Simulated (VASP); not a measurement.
# BeTe (F-43m) in VASP: further runs, part 2 of 2

VASP 6.6.1.

## 3. Single point, PBE

Contents of INCAR:

```
ALGO = Normal
EDIFF = 1E-6
ENCUT = 520
GGA = PE
ISIF = 2
ISMEAR = 0
LASPH = True
LCHARG = False
LREAL = False
LWAVE = False
NBANDS = 11
NELM = 80
PREC = Accurate
SIGMA = 0.01
```

Contents of KPOINTS:

```
k-points
0
Gamma
  6 6 6
```

Contents of POSCAR:

```
BeTe
1.0
    0.0000000000      2.8286228845      2.8286228845
    2.8286228845      0.0000000000      2.8286228845
    2.8286228845      2.8286228845      0.0000000000
Be Te
1 1
Direct
    0.0000000000      0.0000000000      0.0000000000
    0.2500000000      0.2500000000      0.2500000000
```

Potentials or basis: VASP PAW PBE potentials, release 64 (Be, Te).

On the command line:

```sh
$ cat potpaw_PBE.64/Be/POTCAR potpaw_PBE.64/Te/POTCAR > POTCAR
$ mpirun -np 1 vasp_std > vasp.out
```

OUTCAR:

```text
EDIFF = 1E-6
   ENCUT = 520
   GGA = PE
   ISIF = 2
   ISMEAR = 0
   LASPH = True
   LREAL = False
   NELM = 80
   PREC = Accurate

 ion  position               nearest neighbor table
   1  0.000  0.000  0.000-   2 2.45   2 2.45   2 2.45   2 2.45
   2  0.250  0.250  0.250-   1 2.45   1 2.45   1 2.45   1 2.45

  LATTYP: Found a face centered cubic cell.
 ALAT       =     5.6572457690

  Lattice vectors:

 A1 = (   0.0000000000,   2.8286228845,   2.8286228845)
 A2 = (   2.8286228845,   0.0000000000,   2.8286228845)
 A3 = (   2.8286228845,   2.8286228845,   0.0000000000)

Analysis of symmetry for initial positions (statically):
=====================================================================
 Subroutine PRICEL returns:
 Original cell was already a primitive cell.

 Routine SETGRP: Setting up the symmetry group for a
 face centered cubic supercell.

 Subroutine GETGRP returns: Found 24 space group operations
 (whereof 24 operations were pure point group operations)
 out of a pool of 48 trial point group operations.

The static configuration has the point symmetry T_d .

Analysis of symmetry for dynamics (positions and initial velocities):
=====================================================================
 Subroutine PRICEL returns:
 Original cell was already a primitive cell.

 Routine SETGRP: Setting up the symmetry group for a
 face centered cubic supercell.

 Subroutine GETGRP returns: Found 24 space group operations
 (whereof 24 operations were pure point group operations)
 out of a pool of 48 trial point group operations.

The dynamic configuration has the point symmetry T_d .

 Subroutine INISYM returns: Found 24 space group operations
 (whereof 24 operations are pure point group operations),
 and found     1 'primitive' translations

----------------------------------------------------------------------------------------

                                     Primitive cell

  volume of cell :      45.2642

  direct lattice vectors                    reciprocal lattice vectors
     0.000000000  2.828622885  2.828622885    -0.176764461  0.176764461  0.176764461
     2.828622885  0.000000000  2.828622885     0.176764461 -0.176764461  0.176764461
     2.828622885  2.828622885  0.000000000     0.176764461  0.176764461 -0.176764461

  length of vectors
     4.000276846  4.000276846  4.000276846     0.306165028  0.306165028  0.306165028

  position of ions in fractional coordinates (direct lattice)
     0.000000000  0.000000000  0.000000000
     0.250000000  0.250000000  0.250000000

  ion indices of the primitive-cell ions
   primitive index   ion index
                 1           1
                 2           2

----------------------------------------------------------------------------------------

 KPOINTS: k-points

Automatic generation of k-mesh.
 Grid dimensions read from file:
 generate k-points for:    6    6    6

 Generating k-lattice:

  Cartesian coordinates                     Fractional coordinates (reciprocal lattice)
    -0.029460744  0.029460744  0.029460744     0.166666667  0.000000000  0.000000000
     0.029460744 -0.029460744  0.029460744     0.000000000  0.166666667  0.000000000
     0.029460744  0.029460744 -0.029460744     0.000000000  0.000000000  0.166666667

  Length of vectors
     0.051027505  0.051027505  0.051027505

  Shift w.r.t. Gamma in fractional coordinates (k-lattice)
     0.000000000  0.000000000  0.000000000

 Subroutine IBZKPT returns following result:
 ===========================================

 Found     16 irreducible k-points:

 Following reciprocal coordinates:
            Coordinates               Weight
  0.000000  0.000000  0.000000      1.000000
  0.166667  0.000000  0.000000      8.000000
  0.333333  0.000000  0.000000      8.000000
  0.500000  0.000000  0.000000      4.000000
  0.166667  0.166667  0.000000      6.000000
  0.333333  0.166667  0.000000     24.000000
[... 8 lines left out ...]
 -0.333333  0.333333  0.166667     24.000000
 -0.333333  0.500000  0.166667     12.000000
   k-points           NKPTS =     16   k-points in BZ     NKDIM =     16   number of bands    NBANDS=     11
   number of dos      NEDOS =    301   number of ions     NIONS =      2
   total plane-waves  NPLWV =  27000
   dimension x,y,z NGX =    30 NGY =   30 NGZ =   30
   dimension x,y,z NGXF=    60 NGYF=   60 NGZF=   60
   ions per type =               1   1
   NGX,Y,Z   is equivalent  to a cutoff of  12.47, 12.47, 12.47 a.u.
   NGXF,Y,Z  is equivalent  to a cutoff of  24.94, 24.94, 24.94 a.u.
 SYSTEM =  unknown system
   PREC   = accura    normal or accurate (medium, high low for compatibility)
   ISTART =      0    job   : 0-new  1-cont  2-samecut
   ICHARG =      2    charge: 1-file 2-atom 10-const
   ISPIN  =      1    spin polarized calculation?
   LNONCOLLINEAR =      F non collinear calculations
   LSORBIT =      F    spin-orbit coupling
   LASPH  =      T    aspherical Exc in radial PAW
   ENCUT  =  520.0 eV  38.22 Ry    6.18 a.u.   7.44  7.44  7.44*2*pi/ulx,y,z
   NELM   =     80;   NELMIN=  2; NELMDL= -5     # of ELM steps
   EDIFF  = 0.1E-05   stopping-criterion for ELM
   LREAL  =      F    real-space projection
   EDIFFG = 0.1E-04   stopping-criterion for IOM
   NSW    =      0    number of steps for IOM
   IBRION =     -1    ionic relax: 0-MD 1-quasi-New 2-CG
   NFREE  =      0    steps in history (QN), initial steepest desc. (CG)
   ISIF   =      2    stress and relaxation
   ISYM   =      2    0-nonsym 1-usesym 2-fastsym
   POTIM  = 0.5000    time-step for ionic-motion
   TEBEG  =    0.0;   TEEND  =   0.0 temperature during run
   PSTRESS=    0.0 pullay stress
   NELECT =       8.0000    total number of electrons
   NUPDOWN=      -1.0000    fix difference up-down
   EMIN   =  10.00;   EMAX   =-10.00  energy-range for DOS
   EFERMI =   0.00;   METHOD = LEGACY
   ISMEAR =     0;   SIGMA  =   0.01  broadening in eV -4-tet -1-fermi 0-gaus
   EFERMI_NEDOS =   21; number of points for ismear=-14 and -15
   IALGO  =     38    algorithm
   IMIX   =      4    mixing-type and parameters
     AMIX     =   0.40;   BMIX     =  1.00
     AMIX_MAG =   1.60;   BMIX_MAG =  1.00
  volume/ion in A,a.u.               =      22.63       152.73
  Fermi-wavevector in a.u.,A,eV,Ry     =   0.918727  1.736142 11.484122  0.844059
  Thomas-Fermi vector in A             =   2.043841
   LORBIT       =      0    0 simple, 1 ext, 2 COOP (PROOUT), +10 PAW based schemes
   GGA     = PE    functional components
   LHFCALC =     F    Hartree Fock is set to
   AEXX    =    0.0000 exact exchange contribution
   IVDW    =     0    specifies the selected vdW correction
   LEPSILON=     F    determine dielectric tensor
   LRPA    =     F    only Hartree local field effects (RPA)
 non-spin polarized calculation
 Gauss-broadening in eV      SIGMA  =   0.01
  energy-cutoff  :      520.00
  volume of cell :       45.26
 maximum number of plane-waves:      1243
 NGX is ok and might be reduce to    30
   NGX = 15   NGY = 15   NGZ = 15

 number of electron       8.0000000 magnetization

 Free energy of the ion-electron system (eV)
  ---------------------------------------------------
  ext. energy  EPLUGINS =         0.00000000
  ---------------------------------------------------
  free energy    TOTEN  =        -7.61857842 eV

  energy without entropy =       -7.61857842  energy(sigma->0) =       -7.61857842

 E-fermi :   5.0678     XC(G=0):  -9.0015

 val. band max:        4.9493376941   @ k =   0.0000   0.0000   0.0000
 cond. band min:       6.9545096670   @ k =   0.5000   0.5000   0.0000
 fundamental gap:      2.0051719730
 Fermi energy:         5.0677545097

 k-point     1 :       0.0000    0.0000    0.0000
  band No.  band energies     occupation
      1      -7.2597      2.00000
      2       4.9493      2.00000
      3       4.9493      2.00000
      4       4.9493      2.00000
      5       8.5687      0.00000
      6       8.5687      0.00000
      7       8.5687      0.00000
      8       8.6728      0.00000
      9      13.2453      0.00000
     10      15.1649      0.00000
     11      15.1649      0.00000
[... 197 lines left out ...]
 k-point    16 :      -0.3333    0.5000    0.1667
  band No.  band energies     occupation
      1      -5.4452      2.00000
      2       0.2316      2.00000
      3       1.6276      2.00000
      4       1.9257      2.00000
      5       8.6684      0.00000
      6       9.2209      0.00000
      7      12.2403      0.00000
      8      12.5101      0.00000
      9      15.8016      0.00000
     10      16.6272      0.00000
     11      17.7271      0.00000

------------------------ aborting loop because EDIFF is reached ----------------------------------------

  FORCE on cell =-STRESS in cart. coord.  units (eV):
  Direction    XX          YY          ZZ          XY          YZ          ZX
  --------------------------------------------------------------------------------------
  -------------------------------------------------------------------------------------
  Total        0.1062764      0.1062764      0.1062764     -0.0000000      0.0000000      0.0000000
  in kB        3.7617708      3.7617708      3.7617708     -0.0000000      0.0000000      0.0000000
  external PRESSURE =       3.7617708 kB  Pullay stress =       0.0000000 kB

 VOLUME and BASIS-vectors are now :
 -----------------------------------------------------------------------------
  energy-cutoff  :      520.00
  volume of cell :       45.26
      direct lattice vectors                 reciprocal lattice vectors
     0.000000000  2.828622885  2.828622885    -0.176764461  0.176764461  0.176764461
     2.828622885  0.000000000  2.828622885     0.176764461 -0.176764461  0.176764461
     2.828622885  2.828622885  0.000000000     0.176764461  0.176764461 -0.176764461

 POSITION                                       TOTAL-FORCE (eV/Angst)
 -----------------------------------------------------------------------------------
      0.00000      0.00000      0.00000         0.000000      0.000000      0.000000
      1.41431      1.41431      1.41431        -0.000000     -0.000000     -0.000000
 -----------------------------------------------------------------------------------
    total drift:                                0.000000      0.000000      0.000000

  FREE ENERGIE OF THE ION-ELECTRON SYSTEM (eV)
  ---------------------------------------------------
  free  energy   TOTEN  =        -7.6185784229 eV

  energy  without entropy=       -7.6185784229  energy(sigma->0) =       -7.61857842
```

OSZICAR:

```text
N       E                     dE             d eps       ncg     rms          rms(c)
DAV:   1     0.179049848460E+02    0.17905E+02   -0.31086E+03   352   0.578E+02
DAV:   2    -0.675537423508E+01   -0.24660E+02   -0.23580E+02   467   0.882E+01
DAV:   3    -0.773369052300E+01   -0.97832E+00   -0.97568E+00   495   0.186E+01
DAV:   4    -0.774171985067E+01   -0.80293E-02   -0.80286E-02   417   0.186E+00
DAV:   5    -0.774188314268E+01   -0.16329E-03   -0.16329E-03   452   0.264E-01    0.403E+00
DAV:   6    -0.764646170264E+01    0.95421E-01   -0.11040E-01   409   0.134E+00    0.242E+00
DAV:   7    -0.761753171392E+01    0.28930E-01   -0.96460E-02   409   0.136E+00    0.459E-01
DAV:   8    -0.761825808254E+01   -0.72637E-03   -0.59695E-03   403   0.444E-01    0.749E-02
DAV:   9    -0.761851106641E+01   -0.25298E-03   -0.32746E-04   419   0.106E-01    0.292E-02
DAV:  10    -0.761857355711E+01   -0.62491E-04   -0.76967E-05   408   0.449E-02    0.147E-02
DAV:  11    -0.761857614359E+01   -0.25865E-05   -0.26842E-06   455   0.960E-03    0.968E-03
DAV:  12    -0.761857834473E+01   -0.22011E-05   -0.47215E-06   379   0.124E-02    0.531E-03
DAV:  13    -0.761857842292E+01   -0.78188E-07   -0.29731E-08   277   0.128E-03
   1 F= -.76185784E+01 E0= -.76185784E+01  d E =-.988445E-65
```

stdout:

```text
POSCAR found type information on POSCAR BeTe
 POSCAR found :  2 types and       2 ions
 scaLAPACK will be used
 LDA part: xc-table for (Slater+PW92), standard interpolation
 POSCAR, INCAR and KPOINTS ok, starting setup
 FFT: planning ... GRIDC
 FFT: planning ... GRID_SOFT
 FFT: planning ... GRID
 WAVECAR not read
 entering main loop
```

Run time: 7.7 s. Hardware: 1 thread of AMD EPYC 7R13 (Zen 3), shared host; peak memory 0.14 GiB.

What came out:

```
Free energy            : -7.6186 eV
Pressure               : 0.4 GPa
Band gap on the k mesh : 2.01 eV, indirect (least direct gap 3.62 eV)
```

Levels at points of the mesh, in eV from the valence-band top:
| k point | band 1 | band 2 | band 3 | band 4 | band 5 | band 6 | band 7 | band 8 | band 9 |
| --- | --- | --- | --- | --- | --- | --- | --- | --- | --- |
| (0.00, 0.00, 0.00) | -12.21 | 0.00 | 0.00 | 0.00 | 3.62 | 3.62 | 3.62 | 3.72 | 8.30 |
| (0.50, 0.00, 0.00) | -10.90 | -5.46 | -1.11 | -1.11 | 3.04 | 4.59 | 4.59 | 7.82 | 10.88 |
| (0.50, 0.50, 0.00) | -10.42 | -5.04 | -2.60 | -2.60 | 2.01 | 2.68 | 9.62 | 9.62 | 11.47 |

Caveat: spin-orbit coupling is left out, which moves the levels of the heavy elements.

## 4. Single point, PBE

Contents of INCAR:

```
  PREC = Accurate
  ENCUT = 520
  EDIFF = 1E-7
  ISMEAR = 0
  SIGMA = 0.01
  LREAL = False
  LASPH = True
  NELM = 100
  ALGO = Normal
  ISIF = 2
  LWAVE = False
  LCHARG = True
  GGA = PE
  LELF = True
  LVHAR = True
  NBANDS = 11
```

Contents of KPOINTS:

```
Automatic mesh
0
Gamma
  8 8 8
```

POSCAR is that of step 3.

On the command line:

```sh
$ cat potpaw_PBE.64/Be/POTCAR potpaw_PBE.64/Te/POTCAR > POTCAR
$ mpirun -np 1 vasp_std > vasp.out
```

Wall time 14 s (1 thread of AMD EPYC 7R13 (Zen 3), shared host); peak memory 0.14 GiB.

The run converged. Its results:

* Free energy: -7.6242 eV
* Pressure: 0.3 GPa
* Band gap on the k mesh: 2.01 eV, indirect (least direct gap 3.62 eV)

Levels at points of the mesh, in eV from the valence-band top:
```tsv
k point	band 2	band 3	band 4	band 5	band 6	band 7
(0.00, 0.00, 0.00)	0.00	0.00	0.00	3.62	3.62	3.62
(0.50, 0.00, 0.00)	-5.46	-1.11	-1.11	3.04	4.60	4.60
(0.50, 0.50, 0.00)	-5.04	-2.59	-2.59	2.01	2.68	9.62
```

Caveat: spin-orbit coupling is left out, which moves the levels of the heavy elements. A k mesh can miss the band edges.
